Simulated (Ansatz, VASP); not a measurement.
## HgPt in VASP and in Ansatz

INCAR

```
SYSTEM = HgPt
  ALGO = Normal
  EDIFF = 1E-8
  ENCUT = 520
  ISIF = 2
  ISMEAR = -1
  LASPH = .TRUE.
  LCHARG = .FALSE.
  LEFG = .TRUE.
  LREAL = .FALSE.
  LWAVE = .FALSE.
  NBANDS = 18
  NELM = 60
  PREC = Accurate
  SIGMA = 0.03
```

Contents of KPOINTS:

```
k-points
0
G
  12 12 10
  0 0 0
```

POSCAR

```
HgPt
1.0
    3.0100965888      0.0000000000      0.0000000000
    0.0000000000      3.0100965888      0.0000000000
    0.0000000000      0.0000000000      3.8753347196
Hg Pt
1 1
Direct
    0.0000000000      0.0000000000      0.0000000000
    0.5000000000      0.5000000000      0.5000000000
```

Input for Ansatz:

```yaml
crystal:
  lattice:
    - [3.0100965888, 0.0, 0.0]
    - [0.0, 3.0100965888, 0.0]
    - [0.0, 0.0, 3.8753347196]
  atoms:
    - { symbol: Hg, position: [0.0, 0.0, 0.0] }
    - { symbol: Pt, position: [0.5, 0.5, 0.5] }
kpoints:
  mp_grid: { grid: [12, 12, 10] }
scf:
  occupations: { method: fermi_dirac, width: 0.03 }
hamiltonian:
  xc: lda
  pseudopotentials: { kind: paw }
output:
  forces: true
  stress: true
  eigenvalues: true
  efg: { contact_densities: true }
```

Change from the starting cell: volume scaled by 1.04, PAW files.

Alike in both runs: task electric field gradients; functional LDA; k mesh 12 × 12 × 10; occupations fermi-dirac, width 0.03 eV; no spin polarisation.

|  | VASP | Ansatz |
| --- | --- | --- |
| version | VASP 6.6.1 | Ansatz 0.2.0 |
| potentials or method | VASP PAW LDA potentials, release 64 (Hg, Pt) | PAW with Ansatz's default frozen-core files, scalar-relativistic |
| plane-wave cutoff (eV) | 520 | 420 |
| valence electrons in the cell | 22 | 38 |

Ansatz gave:

| Property | Result |
| --- | --- |
| pressure (GPa) | -8.2 |
| traceless stress, the component that is largest in VASP (GPa) | 0.28 |
| size of Vzz on the site where it differs most (V/Å²) | 106.3 |

Question: Estimate VASP's values.

Answer: Pressure (GPa): -6.5; traceless stress, the component that is largest in VASP (GPa): 0.36; size of Vzz on the site where it differs most (V/Å²): 99.1.

LDA's correlation is that of Perdew and Zunger in VASP and of Perdew and Wang (1992) in Ansatz. VASP's potentials hold 22 valence electrons a cell and Ansatz's 38, so a difference there can come from the potentials and not from the codes.

Spin-orbit coupling is off throughout.
